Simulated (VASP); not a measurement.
AlRu:

```
Al Ru
1.0
     2.99160    0.00000    0.00000
     0.00000    2.99160    0.00000
     0.00000    0.00000    2.99160
Al Ru
1 1
Direct
  0.00000 0.00000 0.00000
  0.50000 0.50000 0.50000
```

- Program: VASP 6.6.1
- Task: relaxation of cell and atoms
- Functional: PBEsol
- Potentials or basis: VASP PAW PBE potentials, release 64 (Al, Ru_pv)
- Cutoff: 600 eV
- k mesh: 14 × 14 × 14
- Occupations: gaussian, width 0.1 eV
- Spin: no spin polarisation

At the start: pressure -3.2 GPa; volume 13.39 Å³/atom.

How do energy, volume and symmetry change on relaxing?

Over 3 steps the energy falls by 2.1 meV/atom and the volume is 13.19 Å³/atom (-1.5 %); space group Pm-3m (No. 221, to 0.05 Å).

Step by step:
```tsv
step	energy change (eV)	largest force (eV/Å)	pressure (GPa)	volume (Å³)
1	0.0000	0.0000	-3.22	26.77
2	0.0066	0.0000	5.60	25.74
3	-0.0041	0.0000	-0.02	26.37
```

Final structure:
```yaml
crystal:
  lattice:
    - [2.97663, 0.00000, 0.00000]
    - [0.00000, 2.97663, 0.00000]
    - [0.00000, 0.00000, 2.97663]
  atoms:
    - { symbol: Al, position: [0.00000, 0.00000, 0.00000] }
    - { symbol: Ru, position: [0.50000, 0.50000, 0.50000] }
```

Caveat: the PAW data sets were made with another functional, which shifts forces and pressure a little.
